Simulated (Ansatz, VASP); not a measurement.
One calculation of Ta, two programs

File INCAR:

```
SYSTEM = Ta
  PREC = Accurate
  ENCUT = 520
  EDIFF = 1E-8
  ISMEAR = -1
  SIGMA = 0.03
  LREAL = .False.
  LASPH = .True.
  NELM = 100
  ALGO = Normal
  ISIF = 2
  LWAVE = .False.
  LCHARG = .False.
  GGA = PE
  LEFG = .True.
  NBANDS = 18
```

File KPOINTS:

```
regular mesh
0
Gamma
  13 13 7
  0 0 0
```

POSCAR

```
Ta
1.0
    2.9039239680      0.0435588595      0.0435588595
   -1.4142389051      2.4930924972      0.0159436491
    0.0769634655      0.0769634655      5.1308977023
Ta
2
Direct
    0.3333333333      0.6666666667      0.2500000000
    0.6666666667      0.3333333333      0.7500000000
```

Input for Ansatz:

```yaml
crystal:
  lattice:
    - [2.903923968, 0.0435588595, 0.0435588595]
    - [-1.4142389051, 2.4930924972, 0.0159436491]
    - [0.0769634655, 0.0769634655, 5.1308977023]
  atoms:
    - { symbol: Ta, position: [0.3333333333, 0.6666666667, 0.25] }
    - { symbol: Ta, position: [0.6666666667, 0.3333333333, 0.75] }
kpoints:
  mp_grid: { grid: [13, 13, 7] }
scf:
  occupations: { method: fermi_dirac, width: 0.03 }
hamiltonian:
  xc: pbe
  pseudopotentials: { kind: paw }
output:
  forces: true
  stress: true
  eigenvalues: true
  efg: { contact_densities: true }
```

Change from the starting cell: equal xy, yz and zx shear strains of +3 %, PAW files.

Alike in both runs: task electric field gradients; functional PBE; k mesh 13 × 13 × 7; occupations fermi-dirac, width 0.03 eV; no spin polarisation.

```csv
,VASP,Ansatz
version,VASP 6.6.1,Ansatz 0.2.0
potentials or method,"VASP PAW PBE potentials, release 64 (Ta_pv)","PAW with Ansatz's default frozen-core files, scalar-relativistic"
plane-wave cutoff (eV),520,420
valence electrons in the cell,22,26
```

Ansatz gave:

| Item | Value |
| --- | --- |
| pressure (GPa) | 0.2 |
| traceless stress, the component that is largest in VASP (GPa) | 1.85 |
| rms of the force components (eV/Å) | 0.075 |
| size of Vzz on the site where it differs most (V/Å²) | 54.3 |

Task: What did VASP give for the same quantities?

Result: Pressure (GPa): 0.3; traceless stress, the component that is largest in VASP (GPa): 1.86; rms of the force components (eV/Å): 0.075; size of Vzz on the site where it differs most (V/Å²): 57.0.

Atom by atom the forces differ by 0.000 eV/Å (rms over components). VASP's potentials hold 22 valence electrons a cell and Ansatz's 26, so a difference there can come from the potentials and not from the codes.

Spin-orbit coupling is off throughout.
